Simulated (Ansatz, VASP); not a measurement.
## One calculation of C, two programs

```
C
1.0
     2.54783    0.00000    0.00000
    -1.27392    2.20649    0.00000
     0.00000    0.00000    4.24377
C
4
Direct
  0.33333 0.66667 0.06283
  0.66667 0.33333 0.56283
  0.33333 0.66667 0.43717
  0.66667 0.33333 0.93717
```

Alike in both runs: task single point; functional LDA; k mesh 13 × 13 × 7; occupations fermi-dirac, width 0.05 eV; no spin polarisation.

|  | VASP | Ansatz |
| --- | --- | --- |
| version | VASP 6.6.1 | Ansatz 0.2.0 |
| potentials or method | VASP PAW LDA potentials, release 64 (C), cutoff 520 eV | plane waves (420 eV) with PAW, scalar-relativistic |
| valence electrons in the cell | 16 | 16 |

```csv
,VASP,Ansatz,Ansatz less VASP
gap on the k mesh at the Fermi level (eV),3.37,3.39,+0.020
```

Ansatz warns that its potentials were made for another functional, while VASP's fit it. LDA's correlation is that of Perdew and Zunger in VASP and of Perdew and Wang (1992) in Ansatz.
